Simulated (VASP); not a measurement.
A run of VASP 6.6.1 is set up as follows.

Contents of POSCAR:

```
SnO2
1.0
    0.0000000000      2.5334672578      2.5334672578
    2.5334672578      0.0000000000      2.5334672578
    2.5334672578      2.5334672578      0.0000000000
Sn O
1 2
Direct
    0.0000000000      0.0000000000      0.0000000000
    0.7500000000      0.7500000000      0.7500000000
    0.2500000000      0.2500000000      0.2500000000
```

File INCAR.step1:

```
ALGO     = Normal         # electronic algorithm
EDIFF    = 1E-5           # SCF threshold, eV
ENCUT    = 910            # plane-wave cutoff, eV
GGA      = PE             # functional
GGA_COMPAT= F            
ISMEAR   = 0              # smearing method
LASPH    = T              # aspherical terms in the spheres
LCHARG   = F              # write CHGCAR
LREAL    = F              # projectors in reciprocal space
LWAVE    = T              # write WAVECAR
NBANDS   = 20             # bands
NELM     = 120            # most SCF steps
PREC     = Accurate       # precision mode
SIGMA    = 0.01           # smearing width, eV
```

The input INCAR.step2:

```
ALGO     = Normal         # electronic algorithm
EDIFF    = 1E-6           # SCF threshold, eV
ENCUT    = 910            # plane-wave cutoff, eV
GGA_COMPAT= F            
ISIF     = 2              # what is computed and relaxed
ISMEAR   = 0              # smearing method
ISTART   = 1            
LASPH    = T              # aspherical terms in the spheres
LCHARG   = F              # write CHGCAR
LMIXTAU  = T            
LREAL    = F              # projectors in reciprocal space
LWAVE    = F              # write WAVECAR
METAGGA  = R2SCAN         # meta-GGA
NBANDS   = 20             # bands
NELM     = 120            # most SCF steps
PREC     = Accurate       # precision mode
SIGMA    = 0.01           # smearing width, eV
```

Contents of KPOINTS:

```
k-points
0
Gamma
  8 8 8
```

Potentials or basis: VASP PAW PBE potentials, release 64 (Sn_d, O_h).

Run with:

```bash
$ cat potpaw_PBE.64/Sn_d/POTCAR potpaw_PBE.64/O_h/POTCAR > POTCAR
$ cp INCAR.step1 INCAR
$ mpirun -np 1 vasp_std > vasp.out
$ cp INCAR.step2 INCAR
$ mpirun -np 1 vasp_std > vasp.out
```

**Question.** Predict the band gap on the k mesh.

**Answer.** 0.86 eV, indirect (least direct gap 2.29 eV).

**Question.** What does it give for the pressure?

**Answer.** 1.0 GPa.

Caveat: the cutoff is under 1.25 times the usual one of these potentials, so pressure, stress and relaxed cells hold a basis-set (Pulay) error; the PAW data sets were made with another functional, which shifts forces and pressure a little; spin-orbit coupling is left out, which moves the levels of the heavy elements. A k mesh can miss the band edges.
